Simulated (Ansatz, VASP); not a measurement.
## TiCo3: VASP beside Ansatz

Contents of INCAR:

```
ALGO     = Normal         # electronic algorithm
EDIFF    = 1E-7           # SCF threshold, eV
ENCUT    = 520            # plane-wave cutoff, eV
GGA      = PS             # functional
ISIF     = 2              # what is computed and relaxed
ISMEAR   = 0              # smearing method
ISPIN    = 2              # spin polarisation
LASPH    = True           # aspherical terms in the spheres
LCHARG   = False          # write CHGCAR
LMAXMIX  = 4              # l up to which the mixer works
LORBIT   = 11             # projections on sites
LREAL    = False          # projectors in reciprocal space
LWAVE    = False          # write WAVECAR
MAGMOM   = 0 0.3 0.3 0.3  # initial moments
NBANDS   = 32             # bands
NELM     = 150            # most SCF steps
PREC     = Accurate       # precision mode
SIGMA    = 0.15           # smearing width, eV
```

File KPOINTS:

```
k-points
0
Gamma
  14 14 14
```

Contents of POSCAR:

```
TiCo3
1.0
    3.3518379425      0.0000000000      0.0000000000
    0.0000000000      3.3518379425      0.0000000000
    0.0000000000      0.0000000000      3.3518379425
Ti Co
1 3
Direct
    0.0000000000      0.0000000000      0.0000000000
    0.0000000000      0.5000000000      0.5000000000
    0.5000000000      0.0000000000      0.5000000000
    0.5000000000      0.5000000000      0.0000000000
```

Input for Ansatz:

```yaml
crystal:
  lattice:
    - [3.3518379425, 0.0, 0.0]
    - [0.0, 3.3518379425, 0.0]
    - [0.0, 0.0, 3.3518379425]
  atoms:
    - { symbol: Ti, position: [0.0, 0.0, 0.0] }
    - { symbol: Co, position: [0.0, 0.5, 0.5], spin: 0.3 }
    - { symbol: Co, position: [0.5, 0.0, 0.5], spin: 0.3 }
    - { symbol: Co, position: [0.5, 0.5, 0.0], spin: 0.3 }
basis:
  ecutwfc: 420
kpoints:
  mp_grid: { grid: [14, 14, 14] }
hamiltonian:
  xc: pbesol
scf:
  occupations: { method: gaussian, width: 0.15 }
output:
  forces: true
  stress: true
  eigenvalues: true
  populations: true
magnetization:
  spin_polarized: true
```

Change from the starting cell: strain -0.050 along x and y, -0.050 along z, atoms carried along.

Alike in both runs: task single point; functional PBEsol; k mesh 14 × 14 × 14; occupations gaussian, width 0.15 eV; collinear spin.

```csv
,VASP,Ansatz
version,VASP 6.6.1,Ansatz 0.2.0
potentials or method,"VASP PAW PBE potentials, release 64 (Ti_sv, Co), cutoff 520 eV","scalar-relativistic, plane waves, PAW"
valence electrons in the cell,39,63
```

```csv
,VASP,Ansatz,Ansatz less VASP
gap on the k mesh at the Fermi level (eV),none,none,-
pressure (GPa),50.0,51.3,+1.37
net moment per atom (μB),0.00,0.00,-0.001
```

VASP's potentials were made for PBE, not for PBEsol. A gap of «none» marks a metal or a gap that the smearing closes. Both programs put the cell under a high pressure, so it lies far from rest at this level. VASP's potentials hold 39 valence electrons a cell and Ansatz's 63, so a difference there can come from the potentials and not from the codes. Ansatz's warnings: seeded moment not kept.
